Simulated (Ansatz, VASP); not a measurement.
**One calculation of CO2, two programs**

```
CELL_PARAMETERS angstrom
3.51610 0.00000 0.00000
0.00000 3.51610 0.00000
0.00000 0.00000 4.10430
ATOMIC_POSITIONS crystal
C 0.00000 0.00000 0.00000
C 0.50000 0.50000 0.50000
O 0.23000 0.23000 0.00000
O 0.27000 0.73000 0.50000
O 0.77000 0.77000 0.00000
O 0.73000 0.27000 0.50000
```

Alike in both runs: task single point; functional PBEsol; k mesh 4 × 4 × 4; no spin polarisation.

|  | VASP | Ansatz |
| --- | --- | --- |
| version | VASP 6.6.1 | Ansatz 0.2.0 |
| potentials or method | VASP PAW PBE potentials, release 64 (C_h, O_h), cutoff 1340 eV | plane waves, PAW |
| occupations | gaussian, width 0.01 eV | fixed |
| valence electrons in the cell | 32 | 32 |

Ansatz gave:

| Quantity | Value |
| --- | --- |
| rms of the force components (eV/Å) | 0.798 |

Question: Estimate VASP's values.

Answer: rms of the force components (eV/Å): 0.855.

VASP's potentials were made for PBE, not for PBEsol. Atom by atom the forces differ by 0.057 eV/Å (rms over components).

The k mesh is coarse, so the values compare programs but aren't converged.
